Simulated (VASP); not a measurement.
# Sn2Ir (Fm-3m) in VASP: a series of runs

Sn2Ir is run at these levels: LDA; tasks: single point.

Everything below comes from runs of VASP 6.6.1. Logs are shortened: lines on timing, memory, paths and dates and some standing lists are left out, and cuts for length are marked.

**1. The cell of the first run**

The structure is cubic, space group Fm-3m (No. 225). The conventional cell has a = 6.380 Å, b = 6.380 Å, c = 6.380 Å, α = 90.00°, β = 90.00°, γ = 90.00°. Sn (site symmetry -43m) has 4 Ir at 2.76 Å and 6 Sn at 3.19 Å within 3.6 Å. Ir (site symmetry m-3m) has 8 Sn at 2.76 Å within 3.6 Å.

**2. Single point, LDA (21.64 Å³/atom)**

The input, INCAR:

```
SYSTEM = Sn2Ir
ALGO = Normal
EDIFF = 1E-6
ENCUT = 520
ISIF = 2
ISMEAR = -1
LASPH = .TRUE.
LCHARG = .TRUE.
LELF = .TRUE.
LREAL = .FALSE.
LVHAR = .TRUE.
LWAVE = .FALSE.
NBANDS = 26
NELM = 100
PREC = Accurate
SIGMA = 0.03
```

The input, KPOINTS:

```
k-points
0
G
  10 10 10
  0 0 0
```

The input, POSCAR:

```
Sn2Ir
1.0
    0.0000000000      3.1899873666      3.1899873666
    3.1899873666      0.0000000000      3.1899873666
    3.1899873666      3.1899873666      0.0000000000
Sn Ir
2 1
Direct
    0.2500000000      0.2500000000      0.2500000000
    0.7500000000      0.7500000000      0.7500000000
    0.0000000000      0.0000000000      0.0000000000
```

Potentials or basis: VASP PAW LDA potentials, release 64 (Sn_d, Ir).

Command:

```bash
cat potpaw_LDA.64/Sn_d/POTCAR potpaw_LDA.64/Ir/POTCAR > POTCAR
mpirun -np 1 vasp_std > vasp.out
```

OUTCAR:

```text
SYSTEM = Sn2Ir
   EDIFF = 1E-6
   ENCUT = 520
   ISIF = 2
   ISMEAR = -1
   LASPH = .TRUE.
   LREAL = .FALSE.
   NELM = 100
   PREC = Accurate

 ion  position               nearest neighbor table
   1  0.250  0.250  0.250-   3 2.76   3 2.76   3 2.76   3 2.76   2 3.19   2 3.19   2 3.19   2 3.19
                             2 3.19   2 3.19
   2  0.750  0.750  0.750-   3 2.76   3 2.76   3 2.76   3 2.76   1 3.19   1 3.19   1 3.19   1 3.19
                             1 3.19   1 3.19
   3  0.000  0.000  0.000-   2 2.76   2 2.76   2 2.76   1 2.76   2 2.76   1 2.76   1 2.76   1 2.76

  LATTYP: Found a face centered cubic cell.
 ALAT       =     6.3799747332

  Lattice vectors:

 A1 = (   0.0000000000,   3.1899873666,   3.1899873666)
 A2 = (   3.1899873666,   0.0000000000,   3.1899873666)
 A3 = (   3.1899873666,   3.1899873666,   0.0000000000)

Analysis of symmetry for initial positions (statically):
=====================================================================
 Subroutine PRICEL returns:
 Original cell was already a primitive cell.

 Routine SETGRP: Setting up the symmetry group for a
 face centered cubic supercell.

 Subroutine GETGRP returns: Found 48 space group operations
 (whereof 48 operations were pure point group operations)
 out of a pool of 48 trial point group operations.

The static configuration has the point symmetry O_h .

Analysis of symmetry for dynamics (positions and initial velocities):
=====================================================================
 Subroutine PRICEL returns:
 Original cell was already a primitive cell.

 Routine SETGRP: Setting up the symmetry group for a
 face centered cubic supercell.

 Subroutine GETGRP returns: Found 48 space group operations
 (whereof 48 operations were pure point group operations)
 out of a pool of 48 trial point group operations.

The dynamic configuration has the point symmetry O_h .

 Subroutine INISYM returns: Found 48 space group operations
 (whereof 48 operations are pure point group operations),
 and found     1 'primitive' translations

----------------------------------------------------------------------------------------

                                     Primitive cell

  volume of cell :      64.9227

  direct lattice vectors                    reciprocal lattice vectors
     0.000000000  3.189987367  3.189987367    -0.156740433  0.156740433  0.156740433
     3.189987367  0.000000000  3.189987367     0.156740433 -0.156740433  0.156740433
     3.189987367  3.189987367  0.000000000     0.156740433  0.156740433 -0.156740433

  length of vectors
     4.511323398  4.511323398  4.511323398     0.271482393  0.271482393  0.271482393

  position of ions in fractional coordinates (direct lattice)
     0.250000000  0.250000000  0.250000000
     0.750000000  0.750000000  0.750000000
     0.000000000  0.000000000  0.000000000

  ion indices of the primitive-cell ions
   primitive index   ion index
                 1           1
                 2           2
                 3           3

----------------------------------------------------------------------------------------

 KPOINTS: k-points

Automatic generation of k-mesh.
 Grid dimensions read from file:
 generate k-points for:   10   10   10

 Generating k-lattice:

  Cartesian coordinates                     Fractional coordinates (reciprocal lattice)
    -0.015674043  0.015674043  0.015674043     0.100000000  0.000000000  0.000000000
     0.015674043 -0.015674043  0.015674043     0.000000000  0.100000000  0.000000000
     0.015674043  0.015674043 -0.015674043     0.000000000  0.000000000  0.100000000

  Length of vectors
     0.027148239  0.027148239  0.027148239

  Shift w.r.t. Gamma in fractional coordinates (k-lattice)
     0.000000000  0.000000000  0.000000000

 Subroutine IBZKPT returns following result:
 ===========================================

 Found     47 irreducible k-points:

 Following reciprocal coordinates:
            Coordinates               Weight
  0.000000  0.000000  0.000000      1.000000
  0.100000  0.000000  0.000000      8.000000
  0.200000  0.000000  0.000000      8.000000
  0.300000  0.000000  0.000000      8.000000
  0.400000  0.000000  0.000000      8.000000
  0.500000  0.000000  0.000000      4.000000
[... 16 lines left out ...]
  0.300000  0.300000  0.000000      6.000000
  0.400000  0.300000  0.000000     24.000000
 [... further k-points ...]
   k-points           NKPTS =     47   k-points in BZ     NKDIM =     47   number of bands    NBANDS=     26
   number of dos      NEDOS =    301   number of ions     NIONS =      3
   total plane-waves  NPLWV =  46656
   dimension x,y,z NGX =    36 NGY =   36 NGZ =   36
   dimension x,y,z NGXF=    72 NGYF=   72 NGZF=   72
   ions per type =               2   1
   NGX,Y,Z   is equivalent  to a cutoff of  13.27, 13.27, 13.27 a.u.
   NGXF,Y,Z  is equivalent  to a cutoff of  26.53, 26.53, 26.53 a.u.
 SYSTEM =  Sn2Ir
   PREC   = accura    normal or accurate (medium, high low for compatibility)
   ISTART =      0    job   : 0-new  1-cont  2-samecut
   ICHARG =      2    charge: 1-file 2-atom 10-const
   ISPIN  =      1    spin polarized calculation?
   LNONCOLLINEAR =      F non collinear calculations
   LSORBIT =      F    spin-orbit coupling
   LASPH  =      T    aspherical Exc in radial PAW
   ENCUT  =  520.0 eV  38.22 Ry    6.18 a.u.   8.39  8.39  8.39*2*pi/ulx,y,z
   NELM   =    100;   NELMIN=  2; NELMDL= -5     # of ELM steps
   EDIFF  = 0.1E-05   stopping-criterion for ELM
   LREAL  =      F    real-space projection
   EDIFFG = 0.1E-04   stopping-criterion for IOM
   NSW    =      0    number of steps for IOM
   IBRION =     -1    ionic relax: 0-MD 1-quasi-New 2-CG
   NFREE  =      0    steps in history (QN), initial steepest desc. (CG)
   ISIF   =      2    stress and relaxation
   ISYM   =      2    0-nonsym 1-usesym 2-fastsym
   POTIM  = 0.5000    time-step for ionic-motion
   TEBEG  =    0.0;   TEEND  =   0.0 temperature during run
   PSTRESS=    0.0 pullay stress
   NELECT =      37.0000    total number of electrons
   NUPDOWN=      -1.0000    fix difference up-down
   EMIN   =  10.00;   EMAX   =-10.00  energy-range for DOS
   EFERMI =   0.00;   METHOD = LEGACY
   ISMEAR =    -1;   SIGMA  =   0.03  broadening in eV -4-tet -1-fermi 0-gaus
   EFERMI_NEDOS =   21; number of points for ismear=-14 and -15
   IALGO  =     38    algorithm
   IMIX   =      4    mixing-type and parameters
     AMIX     =   0.40;   BMIX     =  1.00
     AMIX_MAG =   1.60;   BMIX_MAG =  1.00
  volume/ion in A,a.u.               =      21.64       146.04
  Fermi-wavevector in a.u.,A,eV,Ry     =   1.357302  2.564929 25.065582  1.842268
  Thomas-Fermi vector in A             =   2.484232
   LORBIT       =      0    0 simple, 1 ext, 2 COOP (PROOUT), +10 PAW based schemes
   GGA     = CA    functional components
   LHFCALC =     F    Hartree Fock is set to
   AEXX    =    0.0000 exact exchange contribution
   IVDW    =     0    specifies the selected vdW correction
   LEPSILON=     F    determine dielectric tensor
   LRPA    =     F    only Hartree local field effects (RPA)
 non-spin polarized calculation
  energy-cutoff  :      520.00
  volume of cell :       64.92
 maximum number of plane-waves:      1807
 NGX is ok and might be reduce to    36
   NGX = 17   NGY = 17   NGZ = 17

 number of electron      37.0000006 magnetization

 Free energy of the ion-electron system (eV)
  ---------------------------------------------------
  ext. energy  EPLUGINS =         0.00000000
  ---------------------------------------------------
  free energy    TOTEN  =       -20.22668921 eV

  energy without entropy =      -20.22157158  energy(sigma->0) =      -20.22413039

 E-fermi :   8.5294     XC(G=0): -11.4986

 val. band max:        8.5051229415   @ k =   0.5000   0.0000   0.0000
 cond. band min:       8.5399553892   @ k =   0.3000   0.2000   0.0000
 fundamental gap:      0.0348324477
 Fermi energy:         8.5294057263

 k-point     1 :       0.0000    0.0000    0.0000
  band No.  band energies     occupation
      1     -12.8860      2.00000
      2     -12.8860      2.00000
      3     -12.7743      2.00000
      4     -12.7743      2.00000
      5     -12.7743      2.00000
      6     -12.6205      2.00000
[... 18 lines left out ...]
     25      13.1467      0.00000
     26      13.1467      0.00000

 k-point     2 :       0.1000    0.0000    0.0000
  band No.  band energies     occupation
      1     -12.8765      2.00000
      2     -12.8765      2.00000
      3     -12.7732      2.00000
      4     -12.7704      2.00000
      5     -12.7704      2.00000
      6     -12.6240      2.00000
[... 18 lines left out ...]
     25      13.6368      0.00000
     26      13.6368      0.00000

 k-point     3 :       0.2000    0.0000    0.0000
  band No.  band energies     occupation
      1     -12.8490      2.00000
      2     -12.8490      2.00000
      3     -12.7680      2.00000
      4     -12.7591      2.00000
      5     -12.7591      2.00000
      6     -12.6342      2.00000
[... 18 lines left out ...]
     25      14.5991      0.00000
     26      14.5991      0.00000

 k-point     4 :       0.3000    0.0000    0.0000
  band No.  band energies     occupation
      1     -12.8063      2.00000
      2     -12.8063      2.00000
      3     -12.7555      2.00000
      4     -12.7416      2.00000
      5     -12.7416      2.00000
      6     -12.6504      2.00000
[... 18 lines left out ...]
     25      15.7014      0.00000
     26      15.7014      0.00000
[... 496 lines left out ...]
      1     -12.8369      2.00000
      2     -12.7637      2.00000
      3     -12.7568      2.00000
      4     -12.7453      2.00000
      5     -12.7193      2.00000
      6     -12.6739      2.00000
[... 18 lines left out ...]
     25      14.9971      0.00000
     26      18.0236      0.00000

 k-point    23 :       0.3000    0.3000    0.0000
  band No.  band energies     occupation
      1     -12.8728      2.00000
      2     -12.7976      2.00000
      3     -12.7295      2.00000
      4     -12.7234      2.00000
      5     -12.7234      2.00000
      6     -12.6671      2.00000
[... 18 lines left out ...]
     25      17.8719      0.00000
     26      17.9934      0.00000

 k-point    24 :       0.4000    0.3000    0.0000
  band No.  band energies     occupation
      1     -12.8614      2.00000
      2     -12.7973      2.00000
      3     -12.7107      2.00000
      4     -12.7102      2.00000
      5     -12.7064      2.00000
      6     -12.6921      2.00000
[... 18 lines left out ...]
     25      18.2055      0.00000
     26      18.6325      0.00000

 [... further k-points ...]

------------------------ aborting loop because EDIFF is reached ----------------------------------------

  FORCE on cell =-STRESS in cart. coord.  units (eV):
  Direction    XX          YY          ZZ          XY          YZ          ZX
  --------------------------------------------------------------------------------------
  -------------------------------------------------------------------------------------
  Total       -1.7070181     -1.7070181     -1.7070181      0.0000000     -0.0000000      0.0000000
  in kB      -42.1261562    -42.1261562    -42.1261562      0.0000000     -0.0000000      0.0000000
  external PRESSURE =     -42.1261562 kB  Pullay stress =       0.0000000 kB

 VOLUME and BASIS-vectors are now :
 -----------------------------------------------------------------------------
  energy-cutoff  :      520.00
  volume of cell :       64.92
      direct lattice vectors                 reciprocal lattice vectors
     0.000000000  3.189987367  3.189987367    -0.156740433  0.156740433  0.156740433
     3.189987367  0.000000000  3.189987367     0.156740433 -0.156740433  0.156740433
     3.189987367  3.189987367  0.000000000     0.156740433  0.156740433 -0.156740433

 POSITION                                       TOTAL-FORCE (eV/Angst)
 -----------------------------------------------------------------------------------
      1.59499      1.59499      1.59499        -0.000000      0.000000      0.000000
      4.78498      4.78498      4.78498         0.000000      0.000000      0.000000
      0.00000      0.00000      0.00000        -0.000000     -0.000000     -0.000000
 -----------------------------------------------------------------------------------
    total drift:                                0.000000      0.000000      0.000000

  FREE ENERGIE OF THE ION-ELECTRON SYSTEM (eV)
  ---------------------------------------------------
  free  energy   TOTEN  =       -20.2266892054 eV

  energy  without entropy=      -20.2215715810  energy(sigma->0) =      -20.22413039
```

It took 39 s on 1 thread of Intel Xeon Platinum 8559C (Emerald Rapids), shared host; peak memory 0.21 GiB.

What came out:

- Free energy: -20.2267 eV
- Pressure: -4.2 GPa
- Band gap on the k mesh: zero (an odd number of electrons rules out a gap without spin polarisation)

Caveat: the cell stands under tension; spin-orbit coupling is left out, which moves the levels of the heavy elements.

**3. Single point, LDA (22.49 Å³/atom)**

This run uses another cell than the first one, of 22.49 Å³/atom.

The input, INCAR:

```
PREC = Accurate
ENCUT = 520
EDIFF = 1E-6
ISMEAR = -1
SIGMA = 0.03
LREAL = F
LASPH = T
NELM = 60
ALGO = Normal
ISIF = 2
LWAVE = F
LCHARG = F
GGA = CA
NBANDS = 26
```

The input, KPOINTS:

```
Automatic mesh
0
Gamma
  10 10 10
```

The input, POSCAR:

```
Sn2Ir
1.0
    0.0000000000      3.2311530343      3.2311530343
    3.2311530343      0.0000000000      3.2311530343
    3.2311530343      3.2311530343      0.0000000000
Sn Ir
2 1
Direct
    0.2500000000      0.2500000000      0.2500000000
    0.7500000000      0.7500000000      0.7500000000
    0.0000000000      0.0000000000      0.0000000000
```

Potentials or basis: VASP PAW LDA potentials, release 64 (Sn_d, Ir).

Command:

```bash
cat potpaw_LDA.64/Sn_d/POTCAR potpaw_LDA.64/Ir/POTCAR > POTCAR
mpirun -np 1 vasp_std > vasp.out
```

It took 37 s on 1 thread of Intel Xeon Platinum 8559C (Emerald Rapids), shared host; peak memory 0.22 GiB.

The run converged. Its results:

| Quantity | Value |
| --- | --- |
| Free energy | -20.1288 eV |
| Pressure | -8.1 GPa |
| Band gap on the k mesh | zero (an odd number of electrons rules out a gap without spin polarisation) |

Levels at points of the mesh, in eV from the Fermi level:
| k point | band 15 | band 16 | band 17 | band 18 | band 19 | band 20 | band 21 | band 22 | band 23 | band 24 |
| --- | --- | --- | --- | --- | --- | --- | --- | --- | --- | --- |
| (0.00, 0.00, 0.00) | -2.61 | -1.94 | -1.94 | 3.44 | 3.44 | 3.44 | 3.68 | 3.68 | 3.68 | 4.61 |
| (0.50, 0.00, 0.00) | -2.73 | -1.87 | -1.87 | 0.00 | 0.00 | 1.20 | 2.17 | 3.95 | 3.95 | 8.59 |
| (0.50, 0.50, 0.00) | -2.71 | -2.31 | -2.31 | -2.00 | -1.77 | 1.02 | 3.27 | 7.67 | 7.67 | 7.84 |

Caveat: the cell stands under tension; spin-orbit coupling is left out, which moves the levels of the heavy elements.

The gap in the log of VASP goes by the Fermi energy; the results here count the filled bands.